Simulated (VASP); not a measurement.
NiOs, 2 atoms in the cell. The structure is tetragonal, space group P4/mmm (No. 123). The conventional cell has a = 2.613 Å, b = 2.613 Å, c = 3.704 Å, α = 90.00°, β = 90.00°, γ = 90.00°. Within 3.4 Å of Ni (site symmetry 4/mmm) lie 4 Ni at 2.61 Å and 8 Os at 2.62 Å. Os (site symmetry 4/mmm) has 4 Os at 2.61 Å and 8 Ni at 2.62 Å within 3.4 Å. 

| Property | Result |
| --- | --- |
| Program | VASP 6.6.1 |
| Task | single point |
| Functional | PBE |
| Potentials or basis | VASP PAW PBE potentials, release 64 (Ni, Os) |
| Cutoff | 520 eV |
| k mesh | 16 × 16 × 12 |
| Occupations | gaussian, width 0.1 eV |
| Spin | no spin polarisation |
| Dipole correction | no |
| Further INCAR settings | ALGO = Normal; EDIFF = 1e-07; NBANDS = 16 |

Potentials or basis: VASP PAW PBE potentials, release 64 (Ni, Os).

The run is started by

```console
$ cat potpaw_PBE.64/Ni/POTCAR potpaw_PBE.64/Os/POTCAR > POTCAR
$ mpirun -np 1 vasp_std > vasp.out
```

Hardware: 1 thread of AMD EPYC 7571 (shared host).

**Question.** How long does it take, and how much memory?

**Answer.** It took 3.8 min on 1 thread of AMD EPYC 7571, with other jobs on the host, peak memory 0.22 GiB. Counts: scf iterations 17, k points 315.
